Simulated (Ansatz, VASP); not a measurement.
## MnS in VASP and in Ansatz

File INCAR:

```
SYSTEM = MnS
PREC = Accurate
ENCUT = 600
EDIFF = 1E-7
ISMEAR = -1
SIGMA = 0.05
LREAL = .False.
LASPH = .True.
NELM = 150
ALGO = Normal
ISIF = 3
LWAVE = .False.
LCHARG = .False.
ISPIN = 2
MAGMOM = 4 0
LORBIT = 11
LMAXMIX = 4
GGA = PE
IVDW = 12
IBRION = 2
NSW = 80
EDIFFG = -0.01
```

The input KPOINTS:

```
regular mesh
0
Gamma
  9 9 9
  0 0 0
```

POSCAR

```
MnS
1.0
    0.0000000000      2.4734634191      2.4734634191
    2.4734634191      0.0000000000      2.4734634191
    2.4734634191      2.4734634191      0.0000000000
Mn S
1 1
Direct
    0.0000000000      0.0000000000      0.0000000000
    0.7500000000      0.7500000000      0.7500000000
```

File input.yaml:

```yaml
crystal:
  lattice:
    - [0.0, 2.4734634191, 2.4734634191]
    - [2.4734634191, 0.0, 2.4734634191]
    - [2.4734634191, 2.4734634191, 0.0]
  atoms:
    - { symbol: Mn, position: [0.0, 0.0, 0.0], spin: 4.0 }
    - { symbol: S, position: [0.75, 0.75, 0.75] }
kpoints:
  mp_grid: { grid: [9, 9, 9] }
scf:
  occupations: { method: fermi_dirac, width: 0.05 }
hamiltonian:
  xc: pbe
  dispersion: d3bj
  pseudopotentials: { kind: all_electron, lapw: { basis_error: 0.001 } }
magnetization:
  spin_polarized: true
output:
  forces: true
  stress: true
relax:
  f_tol: 0.01
  max_steps: 60
  cell: {}
```

Alike in both runs: task relaxation of cell and atoms; functional PBE; dispersion D3(BJ); k mesh 9 × 9 × 9; occupations fermi-dirac, width 0.05 eV; collinear spin.

```csv
,VASP,Ansatz
version,VASP 6.6.1,Ansatz 0.2.0
potentials or method,"VASP PAW PBE potentials, release 64 (Mn_pv, S), cutoff 600 eV","all-electron LAPW, scalar-relativistic"
```

|  | VASP | Ansatz | Ansatz less VASP |
| --- | --- | --- | --- |
| net moment per atom (μB) | 0.10 | 0.11 | +0.006 |
| size of the moment on the site where the two differ most (μB) | 0.19 | 0.20 | +0.005 |
| relaxed volume (Å³/atom) | 14.90 | 14.89 | -0.008 |
| relaxed cell length with the largest relative difference (Å) | 3.480 | 3.479 | -0.0007 |

Site moments also hang on the region over which each program counts them. Ansatz ran all-electron here, and VASP with PAW potentials.
